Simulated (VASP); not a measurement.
# Be2ZnTe2Se (P4mm) in VASP: a series of runs, part 2 of 2

VASP 6.6.1.

## Step 3: Relaxation of cell and atoms, PBE

This run uses another cell than the first one, of 22.04 Å³/atom.

Contents of INCAR:

```
SYSTEM = Be2ZnTe2Se
PREC = Accurate
ENCUT = 600
EDIFF = 1E-7
ISMEAR = 0
SIGMA = 0.1
LREAL = .FALSE.
LASPH = .TRUE.
NELM = 60
ALGO = Normal
ISIF = 3
LWAVE = .FALSE.
LCHARG = .FALSE.
GGA = PE
IBRION = 2
NSW = 90
EDIFFG = -0.04
```

Contents of KPOINTS:

```
Automatic mesh
0
G
  4 4 4
  0 0 0
```

Contents of POSCAR:

```
Be2ZnTe2Se
1.0
    4.3539183800      0.0000000000      0.0000000000
    0.0000000000      4.3539183800      0.0000000000
    0.0000000000      0.0000000000      6.9760470600
Be Zn Te Se
2 1 2 1
Direct
    0.5000000000      0.0000000000      0.9946200300
    0.0000000000      0.5000000000      0.9946200300
    0.0000000000      0.0000000000      0.6973040100
    0.5000000000      0.5000000000      0.8287479900
    0.0000000000      0.0000000000      0.1643839900
    0.5000000000      0.5000000000      0.3203240000
```

Potentials or basis: VASP PAW PBE potentials, release 64 (Be, Zn, Te, Se).

Command:

```sh
> cat potpaw_PBE.64/Be/POTCAR potpaw_PBE.64/Zn/POTCAR potpaw_PBE.64/Te/POTCAR potpaw_PBE.64/Se/POTCAR > POTCAR
> mpirun -np 1 vasp_std > vasp.out
```

It took 31 min on 1 thread of Intel Xeon Platinum 8488C (Sapphire Rapids), shared host; peak memory 0.31 GiB.

It converged, with:

```
Free energy                           : -16.7279 eV
Relaxed volume                        : 22.64 Å³/atom
Relaxed cell                          : a = 4.855 Å, b = 4.855 Å, c = 5.764 Å, α = 90.00°, β = 90.00°, γ = 90.00°
Space group after relaxing (to 0.1 Å) : P4mm (No. 99)
Energy gained by relaxing             : 196.1 meV/atom
Ionic steps                           : 68
Pressure after relaxing               : 0.0 GPa
Largest force after relaxing          : 0.038 eV/Å
Band gap on the k mesh                : zero (bands 17 and 18 overlap by 1.90 eV)
```

Forces on the atoms (eV/Å):
```
Be   0.000  0.000 -0.003
Be   0.000  0.000 -0.003
Zn   0.000  0.000  0.038
Te   0.000  0.000  0.006
Te   0.000  0.000 -0.015
Se   0.000  0.000 -0.023
```

The path:
```csv
step,energy change (eV),largest force (eV/Å),pressure (GPa),volume (Å³)
1,0.0000,1.8173,3.36,132.24
3,-0.2376,0.7104,-1.54,142.36
5,-0.4232,0.2188,0.12,130.83
7,-0.4376,0.2654,-0.18,130.61
9,-0.4725,0.5670,-1.04,130.83
11,-0.5018,0.7850,-0.53,129.14
13,-0.5055,0.8314,-0.34,128.70
15,-0.5235,0.8142,0.11,127.86
17,-0.5480,2.2837,3.62,123.56
19,-0.5906,1.6314,2.34,124.77
21,-0.6385,1.7742,2.62,125.12
23,-0.7393,1.4793,2.23,127.23
25,-0.8428,0.3912,-0.02,132.42
27,-0.8631,0.2455,0.01,131.73
29,-0.8706,0.1663,0.10,130.97
31,-0.8876,0.2767,0.13,131.28
33,-0.8913,0.4745,0.21,131.49
35,-0.9022,0.5036,0.17,131.79
37,-0.9571,0.5810,-0.03,133.16
39,-1.0386,0.5010,-0.14,135.27
41,-1.0701,0.2998,0.07,135.99
43,-1.0815,0.1746,-0.30,136.39
45,-1.0927,0.2143,0.40,134.18
47,-1.1072,0.1841,-0.42,136.25
49,-1.1243,0.1168,-0.30,135.79
51,-1.1393,0.2571,0.02,134.81
53,-1.1511,0.1358,-0.05,134.04
55,-1.1557,0.0698,0.09,133.64
57,-1.1578,0.0932,-0.08,134.16
59,-1.1604,0.0846,0.23,133.70
61,-1.1644,0.0810,0.08,134.39
63,-1.1699,0.1464,-0.12,135.49
65,-1.1745,0.0921,-0.05,135.72
67,-1.1758,0.0728,0.07,135.55
68,-1.1765,0.0377,0.00,135.84
```

Final structure:
```yaml
crystal:
  lattice:
    - [4.85465, 0.00000, 0.00000]
    - [0.00000, 4.85465, 0.00000]
    - [0.00000, 0.00000, 5.76404]
  atoms:
    - { symbol: Be, position: [0.50000, 0.00000, 0.09898] }
    - { symbol: Be, position: [0.00000, 0.50000, 0.09898] }
    - { symbol: Zn, position: [0.00000, 0.00000, 0.67201] }
    - { symbol: Te, position: [0.50000, 0.50000, 0.72941] }
    - { symbol: Te, position: [0.00000, 0.00000, 0.17529] }
    - { symbol: Se, position: [0.50000, 0.50000, 0.22533] }
```

Levels at points of the mesh, in eV from the Fermi level:
```
           k point  band 14  band 15  band 16  band 17  band 18  band 19  band 20  band 21
(0.00, 0.00, 0.00)    -2.06    -2.01    -1.34    -1.16    -1.16     1.77     2.29     3.27
(0.50, 0.00, 0.00)    -3.97    -3.27    -0.80     0.68     1.42     2.04     2.80     3.16
(0.50, 0.50, 0.00)    -2.56    -2.13    -0.45    -0.45     1.21     1.21     3.08     3.10
(0.00, 0.00, 0.50)    -2.05    -1.82    -1.82    -1.68    -1.22     1.63     1.82     1.96
(0.50, 0.00, 0.50)    -2.18    -1.55    -1.42    -1.33     0.44     1.35     2.34     2.41
(0.50, 0.50, 0.50)    -2.21    -1.21    -0.11    -0.11     1.64     2.94     2.94     3.11
```

Caveat: the k points lie up to 0.32 Å⁻¹ apart in the final cell, too coarse for converged energies and pressures of a metal; a cell axis changed by over 15 % at a fixed basis, so the end point is rough; spin-orbit coupling is left out, which moves the levels of the heavy elements.

## Step 4: Relaxation of cell and atoms, PBE

This run uses another cell than the first one, of 27.69 Å³/atom.

Contents of INCAR:

```
SYSTEM = Be2ZnTe2Se
  ALGO = Normal
  EDIFF = 1E-6
  EDIFFG = -0.01
  ENCUT = 600
  GGA = PE
  IBRION = 2
  ISIF = 3
  ISMEAR = 0
  LASPH = .TRUE.
  LCHARG = .FALSE.
  LREAL = .FALSE.
  LWAVE = .FALSE.
  NELM = 60
  NSW = 100
  PREC = Accurate
  SIGMA = 0.1
```

Contents of KPOINTS:

```
k-points
0
G
  10 10 4
  0 0 0
```

Contents of POSCAR:

```
Be2ZnTe2Se
1.0
    3.7801807638      0.0000000000      0.0000000000
    0.0000000000      3.7801807638      0.0000000000
    0.0000000000      0.0000000000     11.6257367805
Be Zn Te Se
2 1 2 1
Direct
    0.5000000000      0.0000000000      0.0187208636
    0.0000000000      0.5000000000      0.0187208636
    0.0000000000      0.0000000000      0.4593174685
    0.5000000000      0.5000000000      0.8837534397
    0.0000000000      0.0000000000      0.1533569720
    0.5000000000      0.5000000000      0.4661304427
```

Potentials or basis: VASP PAW PBE potentials, release 64 (Be, Zn, Te, Se).

Command:

```sh
> cat potpaw_PBE.64/Be/POTCAR potpaw_PBE.64/Zn/POTCAR potpaw_PBE.64/Te/POTCAR potpaw_PBE.64/Se/POTCAR > POTCAR
> mpirun -np 1 vasp_std > vasp.out
```

OUTCAR:

```text
SYSTEM = Be2ZnTe2Se
   EDIFF = 1E-6
   EDIFFG = -0.01
   ENCUT = 600
   GGA = PE
   IBRION = 2
   ISIF = 3
   ISMEAR = 0
   LASPH = .TRUE.
   LREAL = .FALSE.
   NELM = 60
   NSW = 100
   PREC = Accurate

 ion  position               nearest neighbor table
   1  0.500  0.000  0.019-   5 2.45   5 2.45   4 2.46   4 2.46
   2  0.000  0.500  0.019-   5 2.45   5 2.45   4 2.46   4 2.46
   3  0.000  0.000  0.459-   6 2.67   6 2.67   6 2.67   6 2.67
   4  0.500  0.500  0.884-   1 2.46   2 2.46   1 2.46   2 2.46
   5  0.000  0.000  0.153-   1 2.45   2 2.45   2 2.45   1 2.45
   6  0.500  0.500  0.466-   3 2.67   3 2.67   3 2.67   3 2.67

  LATTYP: Found a simple tetragonal cell.
 ALAT       =     3.7801807638
 C/A-ratio  =     3.0754446697

  Lattice vectors:

 A1 = (   3.7801807638,   0.0000000000,   0.0000000000)
 A2 = (   0.0000000000,   3.7801807638,   0.0000000000)
 A3 = (   0.0000000000,   0.0000000000,  11.6257367805)

Analysis of symmetry for initial positions (statically):
=====================================================================
 Subroutine PRICEL returns:
 Original cell was already a primitive cell.

 Routine SETGRP: Setting up the symmetry group for a
 simple tetragonal supercell.

 Subroutine GETGRP returns: Found  8 space group operations
 (whereof  8 operations were pure point group operations)
 out of a pool of 16 trial point group operations.

The static configuration has the point symmetry C_4v.

Analysis of symmetry for dynamics (positions and initial velocities):
=====================================================================
 Subroutine PRICEL returns:
 Original cell was already a primitive cell.

[... 152 lines left out ...]
   NGX = 15   NGY = 15   NGZ = 47

--------------------------------------- Ionic step        1  -------------------------------------------

 number of electron      34.0000008 magnetization

 Free energy of the ion-electron system (eV)
  ---------------------------------------------------
  ext. energy  EPLUGINS =         0.00000000
  ---------------------------------------------------
  free energy    TOTEN  =       -19.65201933 eV

  energy without entropy =      -19.64566988  energy(sigma->0) =      -19.64884460

------------------------ aborting loop because EDIFF is reached ----------------------------------------

  FORCE on cell =-STRESS in cart. coord.  units (eV):
  Direction    XX          YY          ZZ          XY          YZ          ZX
  --------------------------------------------------------------------------------------
  -------------------------------------------------------------------------------------
  Total       -0.7440930     -0.7440930      0.2577707      0.0000000      0.0000000      0.0000000
  in kB       -7.1761607     -7.1761607      2.4859849      0.0000000      0.0000000      0.0000000
  external PRESSURE =      -3.9554455 kB  Pullay stress =       0.0000000 kB
[... 101 lines left out ...]
  FREE ENERGIE OF THE ION-ELECTRON SYSTEM (eV)
  ---------------------------------------------------
  free  energy   TOTEN  =       -19.6593599894 eV

  energy  without entropy=      -19.6529037618  energy(sigma->0) =      -19.65613188

[... ionic steps 4 to 15 ...]

--------------------------------------- Ionic step       16  -------------------------------------------

 number of electron      34.0000024 magnetization

------------------------ aborting loop because EDIFF is reached ----------------------------------------
[... 75 lines left out ...]
--------------------------------------- Ionic step       18  -------------------------------------------

 number of electron      34.0000024 magnetization

 Free energy of the ion-electron system (eV)
  ---------------------------------------------------
  ext. energy  EPLUGINS =         0.00000000
  ---------------------------------------------------
  free energy    TOTEN  =       -19.66035695 eV

  energy without entropy =      -19.65355980  energy(sigma->0) =      -19.65695837

 E-fermi :   2.5663     XC(G=0):  -8.1078

 val. band max:        2.5641501892   @ k =   0.0000   0.0000   0.0000
 cond. band min:       2.6080005208   @ k =   0.0000   0.0000   0.2500
 fundamental gap:      0.0438503316
 Fermi energy:         2.5663108909

 k-point     1 :       0.0000    0.0000    0.0000
  band No.  band energies     occupation
      1     -10.1543      2.00000
      2      -9.9928      2.00000
      3      -8.9404      2.00000
      4      -4.0378      2.00000
      5      -3.9785      2.00000
      6      -3.9464      2.00000
[... 565 lines left out ...]
     20       6.1734      0.00000
     21       6.4577      0.00000

 [... further k-points ...]

------------------------ aborting loop because EDIFF is reached ----------------------------------------

  FORCE on cell =-STRESS in cart. coord.  units (eV):
  Direction    XX          YY          ZZ          XY          YZ          ZX
  --------------------------------------------------------------------------------------
  -------------------------------------------------------------------------------------
  Total        0.0005801      0.0005801     -0.0294502      0.0000000      0.0000000      0.0000000
  in kB        0.0056996      0.0056996     -0.2893535      0.0000000      0.0000000      0.0000000
  external PRESSURE =      -0.0926514 kB  Pullay stress =       0.0000000 kB
[... 21 lines left out ...]
  FREE ENERGIE OF THE ION-ELECTRON SYSTEM (eV)
  ---------------------------------------------------
  free  energy   TOTEN  =       -19.6603569460 eV

  energy  without entropy=      -19.6535598039  energy(sigma->0) =      -19.65695837

 reached required accuracy - stopping structural energy minimisation
```

OSZICAR:

```text
N       E                     dE             d eps       ncg     rms          rms(c)
DAV:   1     0.199737703551E+03    0.19974E+03   -0.14867E+04  2646   0.159E+03
DAV:   2    -0.407071618446E+00   -0.20014E+03   -0.19298E+03  3107   0.292E+02
DAV:   3    -0.199194665346E+02   -0.19512E+02   -0.19234E+02  3226   0.930E+01
[... 134 lines left out ...]
       N       E                     dE             d eps       ncg     rms          rms(c)
DAV:   1    -0.196603627678E+02   -0.18995E-04   -0.27368E-03  2741   0.341E-01    0.335E-02
DAV:   2    -0.196603600993E+02    0.26685E-05   -0.16556E-04  3121   0.131E-01    0.104E-02
DAV:   3    -0.196603578532E+02    0.22461E-05   -0.56723E-06  3183   0.179E-02    0.716E-03
DAV:   4    -0.196603569460E+02    0.90723E-06   -0.80758E-07  1753   0.629E-03
  18 F= -.19660357E+02 E0= -.19656958E+02  d E =-.445273E-04
```

It took 24 min on 1 thread of Intel Xeon Platinum 8488C (Sapphire Rapids), shared host; peak memory 0.56 GiB.

Results:

- Free energy: -19.6604 eV
- Relaxed volume: 27.18 Å³/atom
- Relaxed cell: a = 3.752 Å, b = 3.752 Å, c = 11.586 Å, α = 90.00°, β = 90.00°, γ = 90.00°
- Space group after relaxing (to 0.1 Å): P4mm (No. 99)
- Energy gained by relaxing: 1.4 meV/atom
- Ionic steps: 18
- Pressure after relaxing: 0.0 GPa
- Largest force after relaxing: 0.009 eV/Å
- Band gap on the k mesh: zero (bands 17 and 18 overlap by 0.78 eV)

Forces on the atoms (eV/Å):
```
Be   0.000  0.000  0.001
Be   0.000  0.000  0.001
Zn   0.000  0.000 -0.007
Te   0.000  0.000 -0.004
Te   0.000  0.000 -0.001
Se   0.000  0.000  0.009
```

The path:
```tsv
step	energy change (eV)	largest force (eV/Å)	pressure (GPa)	volume (Å³)
1	0.0000	0.1271	-0.40	166.13
2	-0.0069	0.0866	0.00	164.49
3	-0.0073	0.0769	0.07	164.06
4	-0.0074	0.0737	0.12	163.88
5	-0.0074	0.0746	0.11	163.93
6	-0.0077	0.0206	-0.04	164.27
7	-0.0077	0.0204	-0.01	164.20
8	-0.0078	0.0184	-0.02	164.16
9	-0.0080	0.0127	-0.04	164.04
10	-0.0081	0.0211	-0.08	163.81
11	-0.0082	0.0215	-0.05	163.69
12	-0.0083	0.0226	-0.03	163.35
13	-0.0082	0.0390	0.09	162.66
14	-0.0083	0.0270	0.05	163.06
15	-0.0083	0.0237	0.01	163.17
16	-0.0083	0.0246	0.02	163.14
17	-0.0083	0.0157	0.01	163.11
18	-0.0083	0.0092	-0.01	163.07
```

Final structure:
```yaml
crystal:
  lattice:
    - [3.75161, 0.00000, 0.00000]
    - [0.00000, 3.75161, 0.00000]
    - [0.00000, 0.00000, 11.58605]
  atoms:
    - { symbol: Be, position: [0.50000, 0.00000, 0.01878] }
    - { symbol: Be, position: [0.00000, 0.50000, 0.01878] }
    - { symbol: Zn, position: [0.00000, 0.00000, 0.46065] }
    - { symbol: Te, position: [0.50000, 0.50000, 0.88188] }
    - { symbol: Te, position: [0.00000, 0.00000, 0.15541] }
    - { symbol: Se, position: [0.50000, 0.50000, 0.46451] }
```

Levels at points of the mesh, in eV from the Fermi level:
```csv
k point,band 14,band 15,band 16,band 17,band 18,band 19,band 20,band 21
"(0.00, 0.00, 0.00)",-1.15,-1.15,-0.05,-0.05,0.00,2.28,2.36,3.09
"(0.50, 0.00, 0.00)",-0.88,-0.85,-0.84,0.30,2.46,3.57,3.71,3.77
"(0.50, 0.50, 0.00)",-3.56,-3.38,-3.21,-1.18,-0.42,2.49,2.57,3.21
"(0.00, 0.00, 0.50)",-1.15,-1.15,-0.05,-0.05,0.08,2.28,2.36,3.09
"(0.50, 0.00, 0.50)",-0.85,-0.84,-0.79,0.30,2.96,3.29,3.50,3.73
"(0.50, 0.50, 0.50)",-3.54,-3.38,-3.20,-1.17,-0.44,2.40,2.65,3.15
```

Caveat: semilocal functionals underestimate gaps, and a narrow one can read as zero; spin-orbit coupling is left out, which moves the levels of the heavy elements.

## Step 5: Overview

| task | cell | k mesh | cutoff (eV) | gap on the mesh (eV) | pressure (GPa) | relaxed volume (Å³/atom) | largest force (eV/Å) |
| --- | --- | --- | --- | --- | --- | --- | --- |
| single point | a = 3.749, b = 3.749, c = 11.487 Å, 6 atoms, atomic positions A | 10 × 10 × 4 | 520 | none | 0.2 | - | 0.06 |
| relaxation of cell and atoms | relaxed from a = 4.354, b = 4.354, c = 6.976 Å, 6 atoms, atomic positions B | 4 × 4 × 4 | 600 | none | 0.0 | 22.64 | 0.04 |
| relaxation of cell and atoms | relaxed from a = 3.780, b = 3.780, c = 11.626 Å, 6 atoms, atomic positions C | 10 × 10 × 4 | 600 | none | 0.0 | 27.18 | 0.01 |

Alike in all rows: level PBE; potentials or basis VASP PAW PBE potentials, release 64 (Be, Zn, Te, Se); no spin polarisation; smearing gaussian 0.1 eV.

Caveats: some runs use coarse meshes; spin-orbit coupling is left out, which moves the levels of the heavy elements; semilocal functionals underestimate gaps, and a narrow one can read as zero (at least some runs); a cell axis changed by over 15 % at a fixed basis, so the end point is rough (at least some runs).

Absolute energies hang on the potentials; compare differences alone.

The gap in the log of VASP goes by the Fermi energy; the results here count the filled bands.